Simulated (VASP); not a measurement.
Runs of VASP 6.6.1 on SiC. The structure is that of space group F-43m (No. 216), or close to it. The cells are those of the table. 

```csv
task,cell,cutoff (eV),smearing,gap on the mesh (eV),pressure (GPa)
single point,"a = 3.095 Å, angles 60.7°, 2 atoms",600,gaussian 0.02 eV,1.42,(a)
single point,"a = 3.104 Å, angles 60.5°, 2 atoms",600,gaussian 0.02 eV,1.45,-3.9
relaxation of the atoms,"atoms relaxed from a = 3.095 Å, angles 60.7°, 2 atoms",520,gaussian 0.02 eV,1.42,-2.9
relaxation of the atoms,"atoms relaxed from a = 3.124 Å, angles 60.1°, 2 atoms",520,gaussian 0.02 eV,1.52,-5.7
single point,"a = 3.103 Å, angles 60.5°, 2 atoms",600,gaussian 0.01 eV,1.45,-3.8
relaxation of the atoms,"atoms relaxed from a = 3.103 Å, angles 60.5°, 2 atoms",520,gaussian 0.02 eV,1.45,-3.7
single point,"a = 3.103 Å, angles 60.5°, 2 atoms",600,gaussian 0.02 eV,1.45,-3.8
relaxation of the atoms,"atoms relaxed from a = 3.104 Å, angles 60.5°, 2 atoms",520,gaussian 0.02 eV,1.45,-3.7
```

Alike in all rows: level PBE; potentials or basis VASP PAW PBE potentials, release 64 (Si, C); no spin polarisation; k mesh 9 × 9 × 9.

Problem. Estimate the missing entries.

Solution. (a) -3.0.

Caveats: an odd mesh through Γ misses points on the zone boundary, where band edges can lie; the cell stands under tension (at least some runs); the relaxation stopped at its first step, so nothing moved (at least some runs).
